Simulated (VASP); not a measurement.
# CaSe (Pm-3m) in VASP: notebook

Aim: see how the results for CaSe move with the level of theory and the settings. Levels: r2SCAN, PBE, HSE06. Tasks: single point.

All numbers are computed with VASP 6.6.1; they aren't measurements. Logs are shortened: lines on timing, memory, paths and dates and some standing lists are left out, and cuts for length are marked.

### Step 1. The cell of the first run

The structure is cubic, space group Pm-3m (No. 221). Conventional cell: a = 3.635 Å, b = 3.635 Å, c = 3.635 Å, α = 90.00°, β = 90.00°, γ = 90.00°. Within 4.1 Å of Ca (site symmetry m-3m) lie 8 Se at 3.15 Å and 6 Ca at 3.63 Å. Se (site symmetry m-3m) has 8 Ca at 3.15 Å and 6 Se at 3.63 Å within 4.1 Å.

### Step 2. Single point, r2SCAN

Input file POSCAR:

```
CaSe
1.0
    3.6347849234      0.0000000000      0.0000000000
    0.0000000000      3.6347849234      0.0000000000
    0.0000000000      0.0000000000      3.6347849234
Ca Se
1 1
Direct
    0.0000000000      0.0000000000      0.0000000000
    0.5000000000      0.5000000000      0.5000000000
```

Input file INCAR.step1:

```
SYSTEM = CaSe
PREC = Accurate
ENCUT = 520
ISMEAR = 0
SIGMA = 0.01
LREAL = .FALSE.
LASPH = .TRUE.
NELM = 100
NBANDS = 15
GGA = PE
ALGO = Normal
EDIFF = 1E-4
LWAVE = .TRUE.
LCHARG = .FALSE.
```

Input file INCAR.step2:

```
SYSTEM = CaSe
PREC = Accurate
ENCUT = 520
EDIFF = 1E-6
ISMEAR = 0
SIGMA = 0.01
LREAL = .FALSE.
LASPH = .TRUE.
NELM = 100
ALGO = Normal
ISIF = 2
LWAVE = .FALSE.
LCHARG = .TRUE.
METAGGA = R2SCAN
LMIXTAU = .TRUE.
LELF = .TRUE.
LVHAR = .TRUE.
NBANDS = 15
ISTART = 1
```

Input file KPOINTS:

```
regular mesh
0
G
  6 6 6
  0 0 0
```

Potentials or basis: VASP PAW PBE potentials, release 64 (Ca_sv, Se).

Command:

```console
cat potpaw_PBE.64/Ca_sv/POTCAR potpaw_PBE.64/Se/POTCAR > POTCAR
cp INCAR.step1 INCAR
mpirun -np 1 vasp_std > vasp.out
cp INCAR.step2 INCAR
mpirun -np 1 vasp_std > vasp.out
```

OUTCAR:

```text
SYSTEM = CaSe
   PREC = Accurate
   ENCUT = 520
   EDIFF = 1E-6
   ISMEAR = 0
   LREAL = .FALSE.
   LASPH = .TRUE.
   NELM = 100
   ISIF = 2
   METAGGA = R2SCAN
   ISTART = 1

 ion  position               nearest neighbor table
   1  0.000  0.000  0.000-
   2  0.500  0.500  0.500-

  LATTYP: Found a simple cubic cell.
 ALAT       =     3.6347849234

  Lattice vectors:

 A1 = (   3.6347849234,   0.0000000000,   0.0000000000)
 A2 = (   0.0000000000,   3.6347849234,   0.0000000000)
 A3 = (   0.0000000000,   0.0000000000,   3.6347849234)

Analysis of symmetry for initial positions (statically):
=====================================================================
 Subroutine PRICEL returns:
 Original cell was already a primitive cell.

 Routine SETGRP: Setting up the symmetry group for a
 simple cubic supercell.

 Subroutine GETGRP returns: Found 48 space group operations
 (whereof 48 operations were pure point group operations)
 out of a pool of 48 trial point group operations.

The static configuration has the point symmetry O_h .

Analysis of symmetry for dynamics (positions and initial velocities):
=====================================================================
 Subroutine PRICEL returns:
 Original cell was already a primitive cell.

 Routine SETGRP: Setting up the symmetry group for a
 simple cubic supercell.

 Subroutine GETGRP returns: Found 48 space group operations
 (whereof 48 operations were pure point group operations)
 out of a pool of 48 trial point group operations.

The dynamic configuration has the point symmetry O_h .

 Subroutine INISYM returns: Found 48 space group operations
 (whereof 48 operations are pure point group operations),
 and found     1 'primitive' translations

----------------------------------------------------------------------------------------

                                     Primitive cell

  volume of cell :      48.0215

  direct lattice vectors                    reciprocal lattice vectors
     3.634784923  0.000000000  0.000000000     0.275119442  0.000000000  0.000000000
     0.000000000  3.634784923  0.000000000     0.000000000  0.275119442  0.000000000
     0.000000000  0.000000000  3.634784923     0.000000000  0.000000000  0.275119442

  length of vectors
     3.634784923  3.634784923  3.634784923     0.275119442  0.275119442  0.275119442

  position of ions in fractional coordinates (direct lattice)
     0.000000000  0.000000000  0.000000000
     0.500000000  0.500000000  0.500000000

  ion indices of the primitive-cell ions
   primitive index   ion index
                 1           1
                 2           2

----------------------------------------------------------------------------------------

 KPOINTS: regular mesh

Automatic generation of k-mesh.
 Grid dimensions read from file:
 generate k-points for:    6    6    6

 Generating k-lattice:

  Cartesian coordinates                     Fractional coordinates (reciprocal lattice)
     0.045853240  0.000000000  0.000000000     0.166666667  0.000000000  0.000000000
     0.000000000  0.045853240  0.000000000     0.000000000  0.166666667  0.000000000
     0.000000000  0.000000000  0.045853240     0.000000000  0.000000000  0.166666667

  Length of vectors
     0.045853240  0.045853240  0.045853240

  Shift w.r.t. Gamma in fractional coordinates (k-lattice)
     0.000000000  0.000000000  0.000000000

 Subroutine IBZKPT returns following result:
 ===========================================

 Found     20 irreducible k-points:

 Following reciprocal coordinates:
            Coordinates               Weight
  0.000000  0.000000  0.000000      1.000000
  0.166667  0.000000  0.000000      6.000000
  0.333333  0.000000  0.000000      6.000000
  0.500000  0.000000  0.000000      3.000000
  0.166667  0.166667  0.000000     12.000000
  0.333333  0.166667  0.000000     24.000000
[... 12 lines left out ...]
  0.500000  0.500000  0.333333      6.000000
  0.500000  0.500000  0.500000      1.000000
   k-points           NKPTS =     20   k-points in BZ     NKDIM =     20   number of bands    NBANDS=     15
   number of dos      NEDOS =    301   number of ions     NIONS =      2
   total plane-waves  NPLWV =  21952
   dimension x,y,z NGX =    28 NGY =   28 NGZ =   28
   dimension x,y,z NGXF=    56 NGYF=   56 NGZF=   56
   ions per type =               1   1
   NGX,Y,Z   is equivalent  to a cutoff of  12.81, 12.81, 12.81 a.u.
   NGXF,Y,Z  is equivalent  to a cutoff of  25.61, 25.61, 25.61 a.u.
 SYSTEM =  CaSe
   PREC   = accura    normal or accurate (medium, high low for compatibility)
   ISTART =      1    job   : 0-new  1-cont  2-samecut
   ICHARG =      0    charge: 1-file 2-atom 10-const
   ISPIN  =      1    spin polarized calculation?
   LNONCOLLINEAR =      F non collinear calculations
   LSORBIT =      F    spin-orbit coupling
   LASPH  =      T    aspherical Exc in radial PAW
   ENCUT  =  520.0 eV  38.22 Ry    6.18 a.u.   6.76  6.76  6.76*2*pi/ulx,y,z
   NELM   =    100;   NELMIN=  2; NELMDL=  0     # of ELM steps
   EDIFF  = 0.1E-05   stopping-criterion for ELM
   LREAL  =      F    real-space projection
   EDIFFG = 0.1E-04   stopping-criterion for IOM
   NSW    =      0    number of steps for IOM
   IBRION =     -1    ionic relax: 0-MD 1-quasi-New 2-CG
   NFREE  =      0    steps in history (QN), initial steepest desc. (CG)
   ISIF   =      2    stress and relaxation
   ISYM   =      2    0-nonsym 1-usesym 2-fastsym
   POTIM  = 0.5000    time-step for ionic-motion
   TEBEG  =    0.0;   TEEND  =   0.0 temperature during run
   PSTRESS=    0.0 pullay stress
   NELECT =      16.0000    total number of electrons
   NUPDOWN=      -1.0000    fix difference up-down
   EMIN   =  10.00;   EMAX   =-10.00  energy-range for DOS
   EFERMI =   0.00;   METHOD = LEGACY
   ISMEAR =     0;   SIGMA  =   0.01  broadening in eV -4-tet -1-fermi 0-gaus
   EFERMI_NEDOS =   21; number of points for ismear=-14 and -15
   IALGO  =     38    algorithm
   IMIX   =      4    mixing-type and parameters
     AMIX     =   0.40;   BMIX     =  1.00
     AMIX_MAG =   1.60;   BMIX_MAG =  1.00
  volume/ion in A,a.u.               =      24.01       162.03
  Fermi-wavevector in a.u.,A,eV,Ry     =   1.134931  2.144709 17.525233  1.288068
  Thomas-Fermi vector in A             =   2.271635
   LORBIT       =      0    0 simple, 1 ext, 2 COOP (PROOUT), +10 PAW based schemes
   METAGGA = R2SCAN    functional components
   LHFCALC =     F    Hartree Fock is set to
   AEXX    =    0.0000 exact exchange contribution
   IVDW    =     0    specifies the selected vdW correction
   LEPSILON=     F    determine dielectric tensor
   LRPA    =     F    only Hartree local field effects (RPA)
 non-spin polarized calculation
 Gauss-broadening in eV      SIGMA  =   0.01
  energy-cutoff  :      520.00
  volume of cell :       48.02
 maximum number of plane-waves:      1328
 NGX is ok and might be reduce to    28
   NGX = 13   NGY = 13   NGZ = 13

 number of electron      16.0000007 magnetization

 Free energy of the ion-electron system (eV)
  ---------------------------------------------------
  ext. energy  EPLUGINS =         0.00000000
  ---------------------------------------------------
  free energy    TOTEN  =       -25.22013187 eV

  energy without entropy =      -25.22013187  energy(sigma->0) =      -25.22013187

 E-fermi :   4.1387     XC(G=0): -10.0211

 val. band max:        4.0608894349   @ k =   0.5000   0.5000   0.0000
 cond. band min:       5.3008807647   @ k =   0.5000   0.5000   0.0000
 fundamental gap:      1.2399913298
 Fermi energy:         4.1387398530

 k-point     1 :       0.0000    0.0000    0.0000
  band No.  band energies     occupation
      1     -38.9401      2.00000
      2     -18.9971      2.00000
      3     -18.9971      2.00000
      4     -18.9971      2.00000
      5      -9.4206      2.00000
      6       3.1756      2.00000
      7       3.1756      2.00000
      8       3.1756      2.00000
      9       5.5852      0.00000
     10       5.5852      0.00000
     11       6.9568      0.00000
     12       8.9254      0.00000
     13       8.9254      0.00000
     14       8.9254      0.00000
     15      13.7779      0.00000

 k-point     2 :       0.1667    0.0000    0.0000
  band No.  band energies     occupation
      1     -38.9371      2.00000
      2     -19.0426      2.00000
      3     -18.9928      2.00000
      4     -18.9928      2.00000
      5      -9.2494      2.00000
      6       1.6444      2.00000
      7       3.1401      2.00000
      8       3.1401      2.00000
      9       5.7783      0.00000
     10       6.4171      0.00000
     11       8.1722      0.00000
     12       8.9902      0.00000
     13       9.0654      0.00000
     14       9.0654      0.00000
     15      13.0660      0.00000

 k-point     3 :       0.3333    0.0000    0.0000
  band No.  band energies     occupation
      1     -38.9310      2.00000
      2     -19.1318      2.00000
      3     -18.9842      2.00000
      4     -18.9842      2.00000
      5      -8.8686      2.00000
      6      -0.1662      2.00000
      7       3.0633      2.00000
      8       3.0633      2.00000
      9       6.2478      0.00000
     10       7.8346      0.00000
     11       9.1260      0.00000
     12       9.5011      0.00000
     13       9.5011      0.00000
     14       9.5958      0.00000
     15      11.7376      0.00000
[... 271 lines left out ...]
 k-point    19 :       0.5000    0.5000    0.3333
  band No.  band energies     occupation
      1     -38.9081      2.00000
      2     -19.1150      2.00000
      3     -19.1150      2.00000
      4     -19.0730      2.00000
      5      -7.8870      2.00000
      6       0.3290      2.00000
      7       0.3290      2.00000
      8       0.9808      2.00000
      9       7.1832      0.00000
     10       8.1121      0.00000
     11       8.1121      0.00000
     12       9.9512      0.00000
     13      10.0069      0.00000
     14      10.6041      0.00000
     15      11.1921      0.00000

 k-point    20 :       0.5000    0.5000    0.5000
  band No.  band energies     occupation
      1     -38.9054      2.00000
      2     -19.1084      2.00000
      3     -19.1084      2.00000
      4     -19.1084      2.00000
      5      -7.7176      2.00000
      6       0.2949      2.00000
      7       0.2949      2.00000
      8       0.2949      2.00000
      9       8.4465      0.00000
     10       8.4465      0.00000
     11       8.4465      0.00000
     12       9.9684      0.00000
     13       9.9684      0.00000
     14      10.3581      0.00000
     15      10.3581      0.00000

------------------------ aborting loop because EDIFF is reached ----------------------------------------

  FORCE on cell =-STRESS in cart. coord.  units (eV):
  Direction    XX          YY          ZZ          XY          YZ          ZX
  --------------------------------------------------------------------------------------
  -------------------------------------------------------------------------------------
  Total        0.0680980      0.0680980      0.0680980      0.0000000      0.0000000     -0.0000000
  in kB        2.2720036      2.2720036      2.2720036      0.0000000      0.0000000     -0.0000000
  external PRESSURE =       2.2720036 kB  Pullay stress =       0.0000000 kB

 VOLUME and BASIS-vectors are now :
 -----------------------------------------------------------------------------
  energy-cutoff  :      520.00
  volume of cell :       48.02
      direct lattice vectors                 reciprocal lattice vectors
     3.634784923  0.000000000  0.000000000     0.275119442  0.000000000  0.000000000
     0.000000000  3.634784923  0.000000000     0.000000000  0.275119442  0.000000000
     0.000000000  0.000000000  3.634784923     0.000000000  0.000000000  0.275119442

 POSITION                                       TOTAL-FORCE (eV/Angst)
 -----------------------------------------------------------------------------------
      0.00000      0.00000      0.00000         0.000000      0.000000      0.000000
      1.81739      1.81739      1.81739         0.000000      0.000000      0.000000
 -----------------------------------------------------------------------------------
    total drift:                               -0.000000      0.000000      0.000000

  FREE ENERGIE OF THE ION-ELECTRON SYSTEM (eV)
  ---------------------------------------------------
  free  energy   TOTEN  =       -25.2201318748 eV

  energy  without entropy=      -25.2201318748  energy(sigma->0) =      -25.22013187
```

It took 31 s on 1 thread of AMD EPYC 9R45 (Zen 5), shared host; peak memory 0.14 GiB.

Results:

| Property | Result |
| --- | --- |
| Free energy | -25.2201 eV |
| Pressure | 0.2 GPa |
| Band gap on the k mesh | 1.24 eV, direct |

Levels at points of the mesh, in eV from the valence-band top:
```csv
k point,band 5,band 6,band 7,band 8,band 9,band 10,band 11,band 12
"(0.00, 0.00, 0.00)",-13.48,-0.89,-0.89,-0.89,1.52,1.52,2.90,4.86
"(0.50, 0.00, 0.00)",-12.71,-4.95,-1.04,-1.04,2.49,5.14,5.28,5.37
"(0.50, 0.50, 0.00)",-12.38,-3.64,-3.64,0.00,1.24,3.48,3.62,3.62
"(0.50, 0.50, 0.50)",-11.78,-3.77,-3.77,-3.77,4.39,4.39,4.39,5.91
```

Caveat: the PAW data sets were made with another functional, which shifts forces and pressure a little. r2SCAN opens gaps a little over a GGA but as a rule still falls short of measured ones.

### Step 3. Single point, PBE, non-collinear spin, zero start, spin-orbit coupling

Input file INCAR:

```
  ALGO = Normal
  EDIFF = 1E-6
  ENCUT = 520
  GGA = PE
  GGA_COMPAT = False
  ISIF = 2
  ISMEAR = -1
  LASPH = True
  LCHARG = False
  LORBIT = 11
  LORBMOM = True
  LREAL = False
  LSORBIT = True
  LWAVE = False
  MAGMOM = 0 0 0 0 0 0
  NBANDS = 28
  NELM = 150
  PREC = Accurate
  SIGMA = 0.02
```

Input file KPOINTS:

```
k-points
0
Gamma
  4 4 4
```

POSCAR is that of step 2.

Potentials or basis: VASP PAW PBE potentials, release 64 (Ca_sv, Se).

Command:

```console
cat potpaw_PBE.64/Ca_sv/POTCAR potpaw_PBE.64/Se/POTCAR > POTCAR
mpirun -np 1 vasp_ncl > vasp.out
```

Wall time 17 s (1 thread of AMD EPYC 9R45 (Zen 5), shared host); peak memory 0.21 GiB.

Results (log left out):

| Quantity | Value |
| --- | --- |
| Free energy | -8.7499 eV |
| Pressure | 1.2 GPa |
| Net moment | 0.00 μB per cell |
| Valence electrons inside the program's atomic spheres | Ca 8.11; Se 3.90 |

Moments on the atoms (μB; x, y, z):
```
Ca  0.00 0.00 0.00
Se  0.00 0.00 0.00
```

Caveat: the k points lie up to 0.43 Å⁻¹ apart.

### Step 4. Single point, HSE06

POSCAR is that of step 3.

Input file INCAR.step1:

```
PREC = Accurate
ENCUT = 520
EDIFF = 1E-5
ISMEAR = 0
SIGMA = 0.01
LREAL = F
LASPH = T
NELM = 60
ALGO = Normal
ISIF = 2
LWAVE = T
NBANDS = 15
GGA = PE
```

Input file INCAR.step2:

```
PREC = Accurate
ENCUT = 520
EDIFF = 1E-6
ISMEAR = 0
SIGMA = 0.01
LREAL = F
LASPH = T
NELM = 60
ALGO = Normal
ISIF = 2
LWAVE = F
LCHARG = T
GGA = PE
LHFCALC = T
HFSCREEN = 0.2079
PRECFOCK = Normal
LELF = T
LVHAR = T
NBANDS = 15
ISTART = 1
```

Input file KPOINTS:

```
Automatic mesh
0
Gamma
  4 4 4
```

Potentials or basis: VASP PAW PBE potentials, release 64 (Ca_sv, Se).

Command:

```console
cat potpaw_PBE.64/Ca_sv/POTCAR potpaw_PBE.64/Se/POTCAR > POTCAR
cp INCAR.step1 INCAR
mpirun -np 1 vasp_std > vasp.out
cp INCAR.step2 INCAR
mpirun -np 1 vasp_std > vasp.out
```

OUTCAR:

```text
PREC = Accurate
   ENCUT = 520
   EDIFF = 1E-6
   ISMEAR = 0
   LREAL = F
   LASPH = T
   NELM = 60
   ISIF = 2
   GGA = PE
   LHFCALC = T
   HFSCREEN = 0.2079
   PRECFOCK = Normal
   ISTART = 1

 ion  position               nearest neighbor table
   1  0.000  0.000  0.000-
   2  0.500  0.500  0.500-

  LATTYP: Found a simple cubic cell.
 ALAT       =     3.6347849234
[... 357 lines left out ...]
     12      10.8895      0.00000
     13      10.8895      0.00000
     14      11.1535      0.00000
     15      11.1535      0.00000

------------------------ aborting loop because EDIFF is reached ----------------------------------------

  FORCE on cell =-STRESS in cart. coord.  units (eV):
  Direction    XX          YY          ZZ          XY          YZ          ZX
  --------------------------------------------------------------------------------------
  -------------------------------------------------------------------------------------
  Total        0.1374806      0.1374806      0.1374806      0.0000000      0.0000000     -0.0000000
  in kB        4.5868644      4.5868644      4.5868644      0.0000000      0.0000000     -0.0000000
  external PRESSURE =       4.5868644 kB  Pullay stress =       0.0000000 kB

 VOLUME and BASIS-vectors are now :
 -----------------------------------------------------------------------------
  energy-cutoff  :      520.00
  volume of cell :       48.02
      direct lattice vectors                 reciprocal lattice vectors
     3.634784923  0.000000000  0.000000000     0.275119442  0.000000000  0.000000000
     0.000000000  3.634784923  0.000000000     0.000000000  0.275119442  0.000000000
     0.000000000  0.000000000  3.634784923     0.000000000  0.000000000  0.275119442

 POSITION                                       TOTAL-FORCE (eV/Angst)
 -----------------------------------------------------------------------------------
      0.00000      0.00000      0.00000         0.000000      0.000000      0.000000
      1.81739      1.81739      1.81739         0.000000      0.000000      0.000000
 -----------------------------------------------------------------------------------
    total drift:                                0.000005      0.000005      0.000005

  FREE ENERGIE OF THE ION-ELECTRON SYSTEM (eV)
  ---------------------------------------------------
  free  energy   TOTEN  =        -9.8918223484 eV

  energy  without entropy=       -9.8918223484  energy(sigma->0) =       -9.89182235
```

OSZICAR.step1:

```text
N       E                     dE             d eps       ncg     rms          rms(c)
DAV:   1     0.105143748017E+03    0.10514E+03   -0.75686E+03   300   0.992E+02
DAV:   2    -0.452000637069E+01   -0.10966E+03   -0.10353E+03   377   0.244E+02
DAV:   3    -0.873284990955E+01   -0.42128E+01   -0.41792E+01   399   0.446E+01
DAV:   4    -0.889970555178E+01   -0.16686E+00   -0.16682E+00   429   0.800E+00
DAV:   5    -0.890103819586E+01   -0.13326E-02   -0.13326E-02   371   0.711E-01    0.450E+00
DAV:   6    -0.873959053495E+01    0.16145E+00   -0.16643E-01   328   0.252E+00    0.261E+00
DAV:   7    -0.872626863698E+01    0.13322E-01   -0.91195E-02   399   0.201E+00    0.854E-01
DAV:   8    -0.872877766300E+01   -0.25090E-02   -0.18123E-02   307   0.947E-01    0.122E-01
DAV:   9    -0.872862623526E+01    0.15143E-03   -0.11314E-03   370   0.325E-01    0.641E-02
DAV:  10    -0.872869996407E+01   -0.73729E-04   -0.23846E-04   335   0.109E-01    0.182E-02
DAV:  11    -0.872873130182E+01   -0.31338E-04   -0.64484E-05   322   0.602E-02    0.163E-02
DAV:  12    -0.872872979904E+01    0.15028E-05   -0.23027E-06   185   0.933E-03
   1 F= -.87287298E+01 E0= -.87287298E+01  d E =-.197500E-37
```

It took 5.6 min on 1 thread of AMD EPYC 9R45 (Zen 5), shared host; peak memory 0.25 GiB.

Results:

```
Free energy            : -9.8918 eV
Pressure               : 0.5 GPa
Band gap on the k mesh : 1.54 eV, direct
```

Caveat: the k points lie up to 0.43 Å⁻¹ apart; the PAW data sets were made with another functional, which shifts forces and pressure a little.

### Step 5. Summary

```csv
level,spin,k mesh,smearing,grid for exact exchange (PRECFOCK),screening parameter,gap on the mesh (eV),pressure (GPa)
r2SCAN,off,6 × 6 × 6,gaussian 0.01 eV,-,-,1.24,0.2
PBE,"non-collinear, zero start, SOC",4 × 4 × 4,fermi-dirac 0.02 eV,-,-,-,1.2
HSE06,off,4 × 4 × 4,gaussian 0.01 eV,Normal,0.2079 1/Å,1.54,0.5
```

Alike in all rows: task single point; potentials or basis VASP PAW PBE potentials, release 64 (Ca_sv, Se); cell as given; cutoff (eV) 520.

Caveats: some runs use coarse meshes; the PAW data sets were made with another functional, which shifts forces and pressure a little (some runs).

Absolute energies hang on the potentials; compare differences alone.
